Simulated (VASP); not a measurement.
Runs of VASP 6.6.1 on Cd. The structure is hexagonal, space group P6_3/mmc (No. 194). The conventional cell has a = 3.093 Å, b = 3.093 Å, c = 10.431 Å, α = 90.00°, β = 90.00°, γ = 120.00°. Within 4.1 Å of Cd (site symmetry -3m) lie 12 Cd at 3.09 to 3.16 Å. Within 4.1 Å of Cd (site symmetry -6m2) lie 12 Cd at 3.09 to 3.16 Å. 

```tsv
k mesh	gap on the mesh (eV)	pressure (GPa)
5 × 5 × 2	none	2.1
3 × 3 × 1	none	8.0
7 × 7 × 2	none	(b)
10 × 10 × 3	none	(a)
8 × 8 × 3	none	2.5
```

Alike in all rows: task single point; level PBE; potentials or basis VASP PAW PBE potentials, release 64 (Cd); no spin polarisation; cell as given; cutoff (eV) 520; smearing methfessel-paxton 0.1 eV.

Problem. Fill in the values left out.

Solution. (a) 3.0; (b) 2.7.

Caveats: some runs use coarse meshes.

A k mesh can miss the band edges, and the runs leave out spin-orbit coupling on Cd.

A gap of «none» marks levels without a gap at the run's occupations.
